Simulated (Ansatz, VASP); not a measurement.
**InW in VASP and in Ansatz**

```
In W
1.0
     0.00000    3.09558    3.09558
     3.09558    0.00000    3.09558
     3.09558    3.09558    0.00000
In W
1 1
Direct
  0.00000 0.00000 0.00000
  0.75000 0.75000 0.75000
```

Alike in both runs: functional PBE; k mesh 6 × 6 × 6; occupations gaussian, width 0.1 eV; no spin polarisation.

Ansatz relaxed the structure, and its values are those at the end. VASP's run is a single point on that final structure, the one shown.

```csv
,VASP,Ansatz
version,VASP 6.6.1,Ansatz 0.2.0
potentials or method,"VASP PAW PBE potentials, release 64 (In_d, W_sv), cutoff 520 eV","scalar-relativistic, plane waves, PAW"
valence electrons in the cell,27,27
```

```csv
,VASP,Ansatz,Ansatz less VASP
gap on the k mesh at the Fermi level (eV),none,none,-
pressure (GPa),0.1,0.1,-0.03
```

A gap of «none» marks a metal or a gap that the smearing closes. With one functional, cell and mesh, what is left measures potentials, basis and numerics.

Spin-orbit coupling is off throughout.
